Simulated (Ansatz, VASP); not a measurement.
Ti2C in VASP and in Ansatz

```
Ti C
1.0
     1.54070    0.88952    4.81377
    -1.54070    0.88952    4.81377
     0.00000   -1.77905    4.81377
Ti C
2 1
Direct
  0.24550 0.24550 0.24550
  0.75450 0.75450 0.75450
  0.50000 0.50000 0.50000
```

Alike in both runs: task single point; functional PBEsol; k mesh 13 × 13 × 13; no spin polarisation.

|  | VASP | Ansatz |
| --- | --- | --- |
| version | VASP 6.6.1 | Ansatz 0.2.0 |
| potentials or method | VASP PAW PBE potentials, release 64 (Ti_sv, C), cutoff 520 eV | all-electron (LAPW or listed datasets) |
| occupations | fermi-dirac, width 0.1 eV | fermi-dirac |

Ansatz gave:

```
gap on the k mesh at the Fermi level (eV)                     : none
pressure (GPa)                                                : -4.5
traceless stress, the component that is largest in VASP (GPa) : 0.51
rms of the force components (eV/Å)                            : 0.088
```

**Question.** What did VASP give for the same quantities?

**Answer.** gap on the k mesh at the Fermi level (eV): none; pressure (GPa): -4.3; traceless stress, the component that is largest in VASP (GPa): 0.48; rms of the force components (eV/Å): 0.076.

VASP's potentials were made for PBE, not for PBEsol. Atom by atom the forces differ by 0.012 eV/Å (rms over components). A gap of «none» marks a metal or a gap that the smearing closes. Ansatz ran all-electron here, and VASP with PAW potentials.
